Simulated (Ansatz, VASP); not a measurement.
MgS in VASP and in Ansatz

Contents of POSCAR:

```
MgS
1.0
    0.0333446951      2.8359127679      2.8359127679
    2.8359127679      0.0333446951      2.8359127679
    2.8359127679      2.8359127679      0.0333446951
Mg S
1 1
Direct
    0.0011245605      0.0011245605      0.0011245605
    0.2488754395      0.2488754395      0.2488754395
```

INCAR.step1

```
SYSTEM = MgS
  PREC = Accurate
  ENCUT = 520
  EDIFF = 1E-5
  ISMEAR = 0
  SIGMA = 0.01
  LREAL = .FALSE.
  LASPH = .TRUE.
  NELM = 80
  ALGO = Normal
  ISIF = 2
  LWAVE = .TRUE.
  LCHARG = .FALSE.
  GGA = PE
  NBANDS = 11
```

INCAR.step2

```
SYSTEM = MgS
  PREC = Accurate
  ENCUT = 520
  EDIFF = 1E-7
  ISMEAR = 0
  SIGMA = 0.01
  LREAL = .FALSE.
  LASPH = .TRUE.
  NELM = 80
  ALGO = Normal
  ISIF = 2
  LWAVE = .FALSE.
  LCHARG = .FALSE.
  GGA = PE
  LHFCALC = .TRUE.
  HFSCREEN = 0.2079
  PRECFOCK = Normal
  ISTART = 1
  NBANDS = 11
```

Contents of KPOINTS:

```
Automatic mesh
0
G
  6 6 6
  0 0 0
```

Input for Ansatz:

```yaml
crystal:
  lattice:
    - [0.0333446951, 2.8359127679, 2.8359127679]
    - [2.8359127679, 0.0333446951, 2.8359127679]
    - [2.8359127679, 2.8359127679, 0.0333446951]
  atoms:
    - { symbol: Mg, position: [0.0011245605, 0.0011245605, 0.0011245605] }
    - { symbol: S, position: [0.2488754395, 0.2488754395, 0.2488754395] }
kpoints:
  mp_grid: { grid: [6, 6, 6] }
  band_path:
    path:
      - [0.0, 0.0, 0.0]
      - [-0.5, -0.5, 0.0]
      - [-0.375, -0.375, 0.25]
      - [-0.375, 0.0, 0.375]
      - [0.0, 0.0, 0.5]
      - [-0.5, -0.25, 0.25]
    npoints: 1
hamiltonian:
  xc: hse06
scf:
  occupations: { method: fixed }
  n_extra_bands: 4
output:
  forces: true
  stress: true
  eigenvalues: true
```

Change from the starting cell: epitaxial_111 strain -1.0%.

Alike in both runs: task single point; functional HSE06; k mesh 6 × 6 × 6; no spin polarisation.

|  | VASP | Ansatz |
| --- | --- | --- |
| version | VASP 6.6.1 | Ansatz 0.2.0 |
| potentials or method | VASP PAW PBE potentials, release 64 (Mg, S) | plane waves, PAW |
| plane-wave cutoff (eV) | 520 | 420 |
| occupations | gaussian, width 0.01 eV | fixed |
| valence electrons in the cell | 8 | 16 |

|  | VASP | Ansatz | Ansatz less VASP |
| --- | --- | --- | --- |
| gap on the k mesh at the Fermi level (eV) | 4.53 | 4.55 | +0.016 |
| pressure (GPa) | 0.6 | 0.8 | +0.17 |
| traceless stress, the component that is largest in VASP (GPa) | -0.38 | -0.37 | +0.002 |

VASP's potentials hold 8 valence electrons a cell and Ansatz's 16, so a difference there can come from the potentials and not from the codes. Ansatz's warnings: stress exchange threshold loose, stress scf threshold loose.
